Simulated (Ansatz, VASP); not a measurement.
# Two plane-wave programs on Ga2GeSe3

```xyz
6
Lattice="-2.9770 2.9770 4.4986 2.9770 -2.9770 4.4986 2.9770 2.9770 -4.4986" Properties=species:S:1:pos:R:3 pbc="T T T"
Ga    0.0000    2.9770    4.3140
Ga    2.9770    0.0000    4.3140
Ge    0.0000    0.0000    4.5329
Se    0.0000    0.0000    2.5684
Se    2.9770    0.0000    1.9324
Se    0.0000    2.9770    1.9324
```

Alike in both runs: task single point; functional PBE; k mesh 4 × 4 × 4; occupations gaussian, width 0.1 eV; no spin polarisation.

|  | VASP | Ansatz |
| --- | --- | --- |
| version | VASP 6.6.1 | Ansatz 0.2.0 |
| potentials or method | VASP PAW PBE potentials, release 64 (Ga_d, Ge_d, Se), cutoff 520 eV | scalar-relativistic, plane waves, PAW |
| valence electrons in the cell | 58 | 88 |

```tsv
	VASP	Ansatz	Ansatz less VASP
gap on the k mesh at the Fermi level (eV)	none	none	-
pressure (GPa)	15.6	15.5	-0.10
traceless stress, the component that is largest in VASP (GPa)	25.12	24.99	-0.132
rms of the force components (eV/Å)	2.995	2.988	-0.0075
```

Atom by atom the forces differ by 0.009 eV/Å (rms over components). A gap of «none» marks a metal or a gap that the smearing closes. VASP's potentials hold 58 valence electrons a cell and Ansatz's 88, so a difference there can come from the potentials and not from the codes.

The k mesh is coarse, so the values compare programs but aren't converged.
